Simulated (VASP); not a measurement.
Al33N32 (a cell with a defect): single point with PBEsol

Al33N32 (a cell with a defect):

```
Al N
1.0
     8.75544    0.00000    0.00000
     0.00000    8.75544    0.00000
     0.00000    0.00000    8.75544
Al N
33 32
Cartesian
  0.0180 0.0192 8.7448
  0.0131 0.0143 4.3713
  8.7553 4.3783 0.0027
  0.0540 4.4014 4.3751
  4.3772 0.0007 0.0024
  4.4003 0.0550 4.3752
  4.4014 4.4025 0.0689
  4.1278 4.1289 3.5875
  4.8653 4.8664 5.6319
  2.1923 2.1934 8.7506
  2.1955 2.1966 4.3633
  2.1724 6.6157 0.0526
  2.1804 6.5774 4.3591
  6.6144 2.1737 0.0526
  6.5762 2.1815 4.3591
  6.5727 6.5739 0.0132
  6.6332 6.6343 4.1967
  2.1900 0.0101 2.1892
  2.1772 0.0500 6.5590
  2.0104 4.3803 2.0557
  2.1939 4.4389 6.5815
  6.6131 0.0534 2.1536
  6.5831 0.0123 6.5642
  6.5444 4.4405 2.3223
  6.7795 4.2127 6.7533
  0.0089 2.1911 2.1893
  0.0489 2.1782 6.5590
  0.0524 6.6143 2.1535
  0.0112 6.5844 6.5641
  4.3792 2.0113 2.0556
  4.4377 2.1952 6.5816
  4.4392 6.5458 2.3220
  4.2112 6.7799 6.7534
  1.1080 1.1092 1.0855
  1.1206 1.1217 5.4601
  1.0310 5.5164 1.0069
  1.1175 5.4995 5.4928
  5.5153 1.0319 1.0067
  5.4982 1.1187 5.4928
  5.4977 5.4990 1.1131
  3.2770 3.2781 1.1299
  3.4222 3.4235 5.4077
  3.3074 7.6877 1.1192
  3.2567 7.7459 5.4533
  7.6865 3.3086 1.1192
  7.7449 3.2577 5.4532
  7.6875 7.6886 1.0757
  7.6526 7.6537 5.4626
  3.2718 1.1116 3.2808
  3.2949 1.1263 7.6464
  3.0041 5.5050 3.0746
  3.2385 5.4831 7.7736
  7.7060 1.1039 3.2849
  7.6938 1.1154 7.6480
  7.8410 5.5059 3.2461
  7.7127 5.4997 7.6890
  1.1104 3.2728 3.2808
  1.1251 3.2960 7.6464
  1.1028 7.7072 3.2849
  1.1143 7.6951 7.6479
  5.5038 3.0050 3.0744
  5.4820 3.2398 7.7737
  5.5047 7.8419 3.2463
  5.4984 7.7134 7.6887
  5.3691 5.3697 3.9887
```

| Quantity | Value |
| --- | --- |
| Program | VASP 6.6.1 |
| Task | single point |
| Functional | PBEsol |
| Potentials or basis | VASP PAW PBE potentials, release 64 (Al, N) |
| Cutoff | 520 eV |
| k mesh | 1 × 1 × 1, shifted |
| Occupations | fermi-dirac, width 0.05 eV |
| Spin | collinear spin |
| Dipole correction | no |
| Further INCAR settings | LREAL = Auto; ALGO = Normal; EDIFF = 1e-06; NBANDS = 172; ISYM = -1 |

| Item | Value |
| --- | --- |
| Pressure | 6.1 GPa |
| Largest force | 0.053 eV/Å |
| Net moment | 0.98 μB per cell |
| Site moments | Al +0.00, -0.00, +0.09, +0.04 (each value once); N -0.00, +0.01, +0.00, +0.03, +0.08 (each value once) μB |
| Valence electrons inside the program's atomic spheres | Al 0.82, 0.84, 0.81, 0.87, 0.97, 0.80, 0.83, 0.86, 0.76 (each value once); N 3.84, 3.86, 3.91, 3.85, 3.82, 3.75, 3.83, 3.88, 3.87 (each value once) |

Forces on the atoms (eV/Å):
```
Al  -0.001  0.002 -0.010
Al  -0.007 -0.007  0.008
Al  -0.004 -0.006  0.000
Al   0.006 -0.006  0.009
Al  -0.004 -0.002  0.003
Al  -0.007  0.007  0.009
Al   0.006  0.005 -0.012
Al  -0.036 -0.036  0.001
Al  -0.019 -0.024  0.030
Al   0.002  0.002 -0.008
Al   0.007  0.007  0.000
Al  -0.005  0.005  0.006
Al  -0.010  0.003 -0.001
Al   0.006 -0.007  0.007
Al   0.004 -0.012 -0.002
Al  -0.002 -0.002 -0.016
Al   0.038  0.037 -0.005
Al   0.007 -0.008  0.004
Al  -0.004 -0.001  0.007
Al  -0.010 -0.014 -0.006
Al   0.018 -0.001  0.000
Al   0.006  0.011 -0.015
Al   0.003 -0.013  0.005
Al   0.003  0.000 -0.017
Al   0.014 -0.019  0.019
Al  -0.009  0.006  0.002
Al  -0.001 -0.004  0.009
Al   0.011  0.005 -0.014
Al  -0.013  0.003  0.006
Al  -0.014 -0.007 -0.007
Al   0.001  0.018  0.001
Al   0.000  0.000 -0.017
Al  -0.016  0.025  0.017
N    0.000  0.000 -0.002
N   -0.003 -0.002  0.010
N   -0.003  0.006 -0.008
N    0.000 -0.002 -0.004
N    0.006 -0.003 -0.008
N   -0.001  0.001 -0.004
N    0.001  0.000  0.003
N   -0.010 -0.011  0.000
N    0.004  0.002 -0.016
N    0.004 -0.005  0.014
N    0.009  0.001 -0.007
N   -0.005  0.004  0.014
N    0.001  0.010 -0.007
N    0.009  0.009  0.011
N   -0.009 -0.007 -0.013
N    0.004 -0.007 -0.001
N   -0.013 -0.001  0.010
N   -0.003  0.021  0.004
N    0.010 -0.011 -0.010
N    0.000  0.006  0.000
N    0.007  0.002  0.000
N   -0.004  0.001  0.009
N   -0.008  0.013 -0.002
N   -0.005  0.006  0.000
N    0.000 -0.012  0.009
N    0.006 -0.001 -0.001
N    0.002  0.006  0.001
N    0.021 -0.003  0.006
N   -0.009  0.013 -0.015
N    0.002 -0.003  0.008
N    0.013 -0.007 -0.002
N    0.006  0.006 -0.013
```

Stress tensor (GPa, compression positive):
```
 6.23 -1.19  0.31
-1.19  6.23  0.31
 0.31  0.31  5.95
```

Levels at points of the mesh, in eV from the Fermi level:
Spin up:
```csv
k point,band 128,band 129,band 130,band 131,band 132,band 133
"(0.25, 0.25, 0.25)",-2.09,-1.86,-0.23,0.33,0.73,0.90
```
Spin down:
```
           k point  band 126  band 127  band 128  band 129  band 130  band 131  band 132  band 133
(0.25, 0.25, 0.25)     -3.30     -3.14     -1.92     -1.64      0.25      0.35      0.85      0.99
```

Run time: 5.6 min on 1 thread of AMD EPYC 9R45 96-Core Processor (Zen 5), on a shared host, peak memory 0.97 GiB.

Caveat: the PAW data sets were made with another functional, which shifts forces and pressure a little.
